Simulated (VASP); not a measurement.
Set up this calculation in VASP 6.6.1, as the native input.

```yaml
Task: single point
Functional: PBE
Potentials_or_basis: VASP PAW PBE potentials, release 64 (Ni_sv_GW)
Cutoff: 590 eV
k_mesh: 18 × 18 × 17
Occupations: fermi-dirac, width 0.1 eV
Spin: collinear spin, ferromagnetic start
Starting_moments: "[1.0] μB"
Dipole_correction: no
Second_run: valence_matched
Further_INCAR_settings: ALGO = Normal; EDIFF = 1e-06; NBANDS = 19
```

The structure of Ni lies in POSCAR:

```
Ni
1.0
    1.9301053075      0.0000000000      0.0000000000
   -0.9650526538      1.6715202282      0.0000000000
    0.0000000000      0.0000000000      1.8375536626
Ni
1
Direct
    0.0000000000      0.0000000000      0.0000000000
```

These files were run (other wordings do the same):

INCAR

```
PREC = Accurate
ENCUT = 590
EDIFF = 1E-6
ISMEAR = -1
SIGMA = 0.1
LREAL = False
LASPH = True
NELM = 200
ALGO = Normal
ISIF = 2
LWAVE = False
LCHARG = False
ISPIN = 2
MAGMOM = 1
LORBIT = 11
LMAXMIX = 4
GGA = PE
NBANDS = 19
GGA_COMPAT = False
```

KPOINTS

```
Automatic mesh
0
Gamma
  18 18 17
```

Potentials or basis: VASP PAW PBE potentials, release 64 (Ni_sv_GW).

The run is started by

```bash
$ cat potpaw_PBE.64/Ni_sv_GW/POTCAR > POTCAR
$ mpirun -np 1 vasp_std > vasp.out
```

It gave:

The pressure is 577.7 GPa, the band gap on the k mesh is zero (filled and empty bands overlap) and the net moment is 0.00 μB per cell. The valence electrons inside the program's atomic spheres are Ni 17.62.

Run time: 3.5 min on 1 thread of AMD EPYC 7571, with other jobs on the host, peak memory 0.16 GiB.
